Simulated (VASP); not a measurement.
The system is Sr.

```
Sr
1.0
    -2.43500    2.43500    2.43500
     2.43500   -2.43500    2.43500
     2.43500    2.43500   -2.43500
Sr
1
Direct
  0.00000 0.00000 0.00000
```

Base run:

```yaml
Program: VASP 6.6.1
Functional: PBE
Potentials_or_basis: VASP PAW PBE potentials, release 64 (Sr_sv)
Cutoff: 520 eV
k_mesh: 8 × 8 × 8
Occupations: gaussian, width 0.1 eV
Spin: no spin polarisation
```

Its results: band gap on the k mesh zero (band 5 reaches 1.75 eV, above the bottom of band 6 at 1.35 eV); pressure -0.7 GPa.

Q: The run is repeated on the same cell with these changes: functional from PBE to PBEsol. What comes out?

A: Band gap on the k mesh zero (band 5 reaches 1.67 eV, above the bottom of band 6 at 1.27 eV); pressure -1.3 GPa.

PBEsol binds more tightly than PBE, so the same cell stands under less pressure.

Caveats: the PAW data sets were made with another functional, which shifts forces and pressure a little (some runs).
